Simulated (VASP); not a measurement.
# Pt in VASP: single point with PBEsol

Aim: the single point of Pt with PBEsol.

Program: VASP 6.6.1. These are calculated values, not measurements. Logs are shortened: lines on timing, memory, paths and dates and some standing lists are left out, and cuts for length are marked.

## 1. The cell of the first run

The cell holds a slab with vacuum, 9 atoms: a = 2.770 Å, b = 2.770 Å, c = 31.671 Å, α = 90.00°, β = 90.00°, γ = 90.00°.

## 2. Single point, PBEsol

File INCAR:

```
PREC = Accurate
ENCUT = 520
EDIFF = 1E-6
ISMEAR = 1
SIGMA = 0.1
LREAL = F
LASPH = T
NELM = 80
ALGO = Normal
ISIF = 2
LWAVE = F
LCHARG = T
LDIPOL = T
IDIPOL = 3
DIPOL = 0.5 0.5 0.500
GGA = PS
LELF = T
LVHAR = T
LVACPOTAV = T
NBANDS = 55
```

File KPOINTS:

```
Automatic mesh
0
Gamma
  19 19 1
```

File POSCAR:

```
Pt
1.0
    2.7702307980      0.0000000000      0.0000000000
    0.0000000000      2.7702307980      0.0000000000
    0.0000000000      0.0000000000     31.6707918590
Pt
9
Direct
    0.0000000000      0.0000000000      0.2525986731
    0.5000000000      0.5000000000      0.3144490048
    0.0000000000      0.0000000000      0.3762993366
    0.5000000000      0.5000000000      0.4381496683
    0.0000000000      0.0000000000      0.5000000000
    0.5000000000      0.5000000000      0.5618503317
    0.0000000000      0.0000000000      0.6237006634
    0.5000000000      0.5000000000      0.6855509952
    0.0000000000      0.0000000000      0.7474013269
```

Potentials or basis: VASP PAW PBE potentials, release 64 (Pt).

On the command line:

```
cat potpaw_PBE.64/Pt/POTCAR > POTCAR
mpirun -np 1 vasp_std > vasp.out
```

OUTCAR:

```text
PREC = Accurate
   ENCUT = 520
   EDIFF = 1E-6
   ISMEAR = 1
   LREAL = F
   LASPH = T
   NELM = 80
   ISIF = 2
   GGA = PS

 ion  position               nearest neighbor table
   1  0.000  0.000  0.253-   2 2.77   2 2.77   2 2.77   2 2.77
   2  0.500  0.500  0.314-   1 2.77   1 2.77   1 2.77   1 2.77   3 2.77   3 2.77   3 2.77   3 2.77

   3  0.000  0.000  0.376-   4 2.77   4 2.77   4 2.77   4 2.77   2 2.77   2 2.77   2 2.77   2 2.77

   4  0.500  0.500  0.438-   3 2.77   5 2.77   3 2.77   5 2.77   3 2.77   5 2.77   3 2.77   5 2.77

   5  0.000  0.000  0.500-   4 2.77   6 2.77   4 2.77   6 2.77   4 2.77   6 2.77   4 2.77   6 2.77

   6  0.500  0.500  0.562-   5 2.77   7 2.77   5 2.77   7 2.77   5 2.77   7 2.77   5 2.77   7 2.77

   7  0.000  0.000  0.624-   6 2.77   6 2.77   6 2.77   6 2.77   8 2.77   8 2.77   8 2.77   8 2.77

   8  0.500  0.500  0.686-   9 2.77   9 2.77   9 2.77   9 2.77   7 2.77   7 2.77   7 2.77   7 2.77

   9  0.000  0.000  0.747-   8 2.77   8 2.77   8 2.77   8 2.77

  LATTYP: Found a simple tetragonal cell.
 ALAT       =     2.7702307980
 C/A-ratio  =    11.4325462997

  Lattice vectors:

 A1 = (   2.7702307980,   0.0000000000,   0.0000000000)
 A2 = (   0.0000000000,   2.7702307980,   0.0000000000)
 A3 = (   0.0000000000,   0.0000000000,  31.6707918590)

Analysis of symmetry for initial positions (statically):
=====================================================================
 Subroutine PRICEL returns:
 Original cell was already a primitive cell.

 Routine SETGRP: Setting up the symmetry group for a
 simple tetragonal supercell.

 Subroutine GETGRP returns: Found 16 space group operations
 (whereof 16 operations were pure point group operations)
 out of a pool of 16 trial point group operations.

The static configuration has the point symmetry D_4h.

Analysis of symmetry for dynamics (positions and initial velocities):
=====================================================================
 Subroutine PRICEL returns:
 Original cell was already a primitive cell.

 Routine SETGRP: Setting up the symmetry group for a
 simple tetragonal supercell.

 Subroutine GETGRP returns: Found 16 space group operations
 (whereof 16 operations were pure point group operations)
 out of a pool of 16 trial point group operations.

The dynamic configuration has the point symmetry D_4h.

 Subroutine INISYM returns: Found 16 space group operations
 (whereof 16 operations are pure point group operations),
 and found     1 'primitive' translations

----------------------------------------------------------------------------------------

                                     Primitive cell

  volume of cell :     243.0473

  direct lattice vectors                    reciprocal lattice vectors
     2.770230798  0.000000000  0.000000000     0.360980753  0.000000000  0.000000000
     0.000000000  2.770230798  0.000000000     0.000000000  0.360980753  0.000000000
     0.000000000  0.000000000 31.670791859     0.000000000  0.000000000  0.031574834

  length of vectors
     2.770230798  2.770230798 31.670791859     0.360980753  0.360980753  0.031574834

  position of ions in fractional coordinates (direct lattice)
     0.000000000  0.000000000  0.252598673
     0.500000000  0.500000000  0.314449005
     0.000000000  0.000000000  0.376299337
     0.500000000  0.500000000  0.438149668
     0.000000000  0.000000000  0.500000000
     0.500000000  0.500000000  0.561850332
     0.000000000  0.000000000  0.623700663
     0.500000000  0.500000000  0.685550995
     0.000000000  0.000000000  0.747401327

  ion indices of the primitive-cell ions
   primitive index   ion index
                 1           1
                 2           2
                 3           3
                 4           4
                 5           5
                 6           6
                 7           7
                 8           8
                 9           9

----------------------------------------------------------------------------------------

 KPOINTS: Automatic mesh

Automatic generation of k-mesh.
 Grid dimensions read from file:
 generate k-points for:   19   19    1

 Generating k-lattice:

  Cartesian coordinates                     Fractional coordinates (reciprocal lattice)
     0.018998987  0.000000000  0.000000000     0.052631579  0.000000000  0.000000000
     0.000000000  0.018998987  0.000000000     0.000000000  0.052631579  0.000000000
     0.000000000  0.000000000  0.031574834     0.000000000  0.000000000  1.000000000

  Length of vectors
     0.018998987  0.018998987  0.031574834

  Shift w.r.t. Gamma in fractional coordinates (k-lattice)
     0.000000000  0.000000000  0.000000000

 Subroutine IBZKPT returns following result:
 ===========================================

 Found     55 irreducible k-points:

 Following reciprocal coordinates:
            Coordinates               Weight
  0.000000  0.000000  0.000000      1.000000
  0.052632  0.000000  0.000000      4.000000
  0.105263  0.000000  0.000000      4.000000
  0.157895  0.000000  0.000000      4.000000
  0.210526  0.000000  0.000000      4.000000
  0.263158  0.000000  0.000000      4.000000
[... 16 lines left out ...]
  0.263158  0.105263  0.000000      8.000000
  0.315789  0.105263  0.000000      8.000000
 [... further k-points ...]
   k-points           NKPTS =     55   k-points in BZ     NKDIM =     55   number of bands    NBANDS=     55
   number of dos      NEDOS =    301   number of ions     NIONS =      9
   total plane-waves  NPLWV = 138240
   dimension x,y,z NGX =    24 NGY =   24 NGZ =  240
   dimension x,y,z NGXF=    48 NGYF=   48 NGZF=  480
   ions per type =               9
   NGX,Y,Z   is equivalent  to a cutoff of  14.40, 14.40, 12.60 a.u.
   NGXF,Y,Z  is equivalent  to a cutoff of  28.81, 28.81, 25.20 a.u.
 SYSTEM =  unknown system
   PREC   = accura    normal or accurate (medium, high low for compatibility)
   ISTART =      0    job   : 0-new  1-cont  2-samecut
   ICHARG =      2    charge: 1-file 2-atom 10-const
   ISPIN  =      1    spin polarized calculation?
   LNONCOLLINEAR =      F non collinear calculations
   LSORBIT =      F    spin-orbit coupling
   LASPH  =      T    aspherical Exc in radial PAW
   ENCUT  =  520.0 eV  38.22 Ry    6.18 a.u.   5.15  5.15 58.89*2*pi/ulx,y,z
   NELM   =     80;   NELMIN=  2; NELMDL= -5     # of ELM steps
   EDIFF  = 0.1E-05   stopping-criterion for ELM
   LREAL  =      F    real-space projection
   EDIFFG = 0.1E-04   stopping-criterion for IOM
   NSW    =      0    number of steps for IOM
   IBRION =     -1    ionic relax: 0-MD 1-quasi-New 2-CG
   NFREE  =      0    steps in history (QN), initial steepest desc. (CG)
   ISIF   =      2    stress and relaxation
   ISYM   =      2    0-nonsym 1-usesym 2-fastsym
   POTIM  = 0.5000    time-step for ionic-motion
   TEBEG  =    0.0;   TEEND  =   0.0 temperature during run
   PSTRESS=    0.0 pullay stress
   NELECT =      90.0000    total number of electrons
   NUPDOWN=      -1.0000    fix difference up-down
   EMIN   =  10.00;   EMAX   =-10.00  energy-range for DOS
   EFERMI =   0.00;   METHOD = LEGACY
   ISMEAR =     1;   SIGMA  =   0.10  broadening in eV -4-tet -1-fermi 0-gaus
   EFERMI_NEDOS =   21; number of points for ismear=-14 and -15
   IALGO  =     38    algorithm
   IMIX   =      4    mixing-type and parameters
     AMIX     =   0.40;   BMIX     =  1.00
     AMIX_MAG =   1.60;   BMIX_MAG =  1.00
  volume/ion in A,a.u.               =      27.01       182.24
  Fermi-wavevector in a.u.,A,eV,Ry     =   1.175598  2.221558 18.803659  1.382030
  Thomas-Fermi vector in A             =   2.311976
   LORBIT       =      0    0 simple, 1 ext, 2 COOP (PROOUT), +10 PAW based schemes
   GGA     = PS    functional components
   LHFCALC =     F    Hartree Fock is set to
   AEXX    =    0.0000 exact exchange contribution
   IVDW    =     0    specifies the selected vdW correction
   LEPSILON=     F    determine dielectric tensor
   LRPA    =     F    only Hartree local field effects (RPA)
 non-spin polarized calculation
 Methfessel and Paxton  Order N= 1 SIGMA  =   0.10
  energy-cutoff  :      520.00
  volume of cell :      243.05
 maximum number of plane-waves:      6613
 NGX is ok and might be reduce to    24
   NGX = 11   NGY = 11   NGZ =117

 number of electron      89.9999994 magnetization

 dipolmoment           0.000000      0.000000     -0.000000 electrons x Angstroem

 Free energy of the ion-electron system (eV)
  ---------------------------------------------------
  ext. energy  EPLUGINS =         0.00000000
  ---------------------------------------------------
  free energy    TOTEN  =       -60.48418176 eV

  energy without entropy =      -60.48094973  energy(sigma->0) =      -60.48310442

 E-fermi :   3.5939     XC(G=0):  -8.2452

 val. band max:        3.5899252562   @ k =   0.3684   0.1053   0.0000
 cond. band min:       3.5952962905   @ k =   0.3158   0.2632   0.0000
 fundamental gap:      0.0053710343
 Fermi energy:         3.5939441403

 k-point     1 :       0.0000    0.0000    0.0000
  band No.  band energies     occupation
      1      -6.5701      2.00000
      2      -6.0938      2.00000
      3      -5.3512      2.00000
      4      -4.4702      2.00000
      5      -3.6760      2.00000
      6      -3.4675      2.00000
[... 47 lines left out ...]
     54       4.9159     -0.00000
     55       5.4141     -0.00000

 k-point     2 :       0.0526    0.0000    0.0000
  band No.  band energies     occupation
      1      -6.4964      2.00000
      2      -6.0237      2.00000
      3      -5.2869      2.00000
      4      -4.4117      2.00000
      5      -3.6194      2.00000
      6      -3.4122      2.00000
[... 47 lines left out ...]
     54       5.3100     -0.00000
     55       5.8849      0.00000

 k-point     3 :       0.1053    0.0000    0.0000
  band No.  band energies     occupation
      1      -6.2790      2.00000
      2      -5.8190      2.00000
      3      -5.1022      2.00000
      4      -4.2502      2.00000
      5      -3.4720      2.00000
      6      -3.2650      2.00000
[... 1152 lines left out ...]
 k-point    23 :       0.2632    0.1053    0.0000
  band No.  band energies     occupation
      1      -4.6638      2.00000
      2      -4.3547      2.00000
      3      -3.8937      2.00000
      4      -3.3744      2.00000
      5      -2.8784      2.00000
      6      -2.4960      2.00000
[... 47 lines left out ...]
     54       8.7203      0.00000
     55       9.8470      0.00000

 k-point    24 :       0.3158    0.1053    0.0000
  band No.  band energies     occupation
      1      -4.0982      2.00000
      2      -3.9205      2.00000
      3      -3.6461      2.00000
      4      -3.3121      2.00000
      5      -2.9428      2.00000
      6      -2.5570      2.00000
[... 47 lines left out ...]
     54       8.7932      0.00000
     55       9.4598      0.00000

 [... further k-points ...]
[... 5 lines left out ...]
  --------------------------------------------------------------------------------------
  -------------------------------------------------------------------------------------
  Total       -5.1910365     -5.1910365     -2.4715926      0.0000000     -0.0000000      0.0000000
  in kB      -34.2195138    -34.2195138    -16.2928340      0.0000000     -0.0000000      0.0000000
  external PRESSURE =     -28.2439539 kB  Pullay stress =       0.0000000 kB

 VOLUME and BASIS-vectors are now :
 -----------------------------------------------------------------------------
  energy-cutoff  :      520.00
  volume of cell :      243.05
      direct lattice vectors                 reciprocal lattice vectors
     2.770230798  0.000000000  0.000000000     0.360980753  0.000000000  0.000000000
     0.000000000  2.770230798  0.000000000     0.000000000  0.360980753  0.000000000
     0.000000000  0.000000000 31.670791859     0.000000000  0.000000000  0.031574834

 POSITION                                       TOTAL-FORCE (eV/Angst)
 -----------------------------------------------------------------------------------
      0.00000      0.00000      8.00000         0.000000      0.000000      0.437004
      1.38512      1.38512      9.95885         0.000000      0.000000     -0.293489
      0.00000      0.00000     11.91770         0.000000     -0.000000     -0.106596
      1.38512      1.38512     13.87655        -0.000000     -0.000000     -0.048228
      0.00000      0.00000     15.83540         0.000000      0.000000      0.000000
      1.38512      1.38512     17.79424         0.000000     -0.000000      0.048228
      0.00000      0.00000     19.75309        -0.000000      0.000000      0.106596
      1.38512      1.38512     21.71194         0.000000      0.000000      0.293489
      0.00000      0.00000     23.67079        -0.000000      0.000000     -0.437004
 -----------------------------------------------------------------------------------
    total drift:                               -0.000000     -0.000000     -0.000000

  FREE ENERGIE OF THE ION-ELECTRON SYSTEM (eV)
  ---------------------------------------------------
  free  energy   TOTEN  =       -60.4841817641 eV

  energy  without entropy=      -60.4809497273  energy(sigma->0) =      -60.48310442

 vacuum level on the upper side and lower side of the slab         9.406         9.406
```

It took 29 min on 1 thread of Oxide Virtual Turin-like, shared host; peak memory 0.68 GiB.

What came out:

```yaml
Free_energy: -60.4842 eV
Largest_force: 0.437 eV/Å
Band_gap_on_the_k_mesh: zero (bands 45 and 46 overlap by 1.55 eV)
```

Forces in eV/Å, atoms in the order of the input:
```
Pt   0.000  0.000  0.437
Pt   0.000  0.000 -0.293
Pt   0.000  0.000 -0.107
Pt   0.000  0.000 -0.048
Pt   0.000  0.000  0.000
Pt   0.000  0.000  0.048
Pt   0.000  0.000  0.107
Pt   0.000  0.000  0.293
Pt   0.000  0.000 -0.437
```

Levels at points of the mesh, in eV from the Fermi level:
| k point | band 44 | band 45 | band 46 | band 47 | band 48 | band 49 |
| --- | --- | --- | --- | --- | --- | --- |
| (0.00, 0.00, 0.00) | -0.40 | -0.37 | -0.11 | -0.04 | 0.11 | 0.12 |

Caveat: the PAW data sets were made with another functional, which shifts forces and pressure a little; spin-orbit coupling is left out, which moves the levels of the heavy elements.
